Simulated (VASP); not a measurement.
TiO2:

```
Ti O
1.0
     4.59141    0.00000    0.00000
     0.00000    4.59141    0.00000
     0.00000    0.00000    2.93887
Ti O
2 4
Direct
  0.00000 0.00000 0.00000
  0.50000 0.50000 0.50000
  0.30446 0.30446 0.00000
  0.69554 0.69554 0.00000
  0.19554 0.80446 0.50000
  0.80446 0.19554 0.50000
```

Base run:

```yaml
Program: VASP 6.6.1
Functional: PBE
Potentials_or_basis: VASP PAW PBE potentials, release 64 (Ti_sv, O)
Cutoff: 520 eV
k_mesh: 5 × 5 × 8
Occupations: fermi-dirac, width 0.05 eV
Spin: no spin polarisation
```

Its results: band gap on the k mesh 1.88 eV, direct; pressure 7.8 GPa; largest force 0.098 eV/Å.

Problem. The run is repeated on the same cell with these changes: functional from PBE to PBEsol. What comes out?

Solution. Band gap on the k mesh 1.84 eV, direct; pressure 0.6 GPa; largest force 0.027 eV/Å.

PBEsol binds more tightly than PBE, so the same cell stands under less pressure.

Caveats: the PAW data sets were made with another functional, which shifts forces and pressure a little (some runs).

A k mesh can miss the band edges.
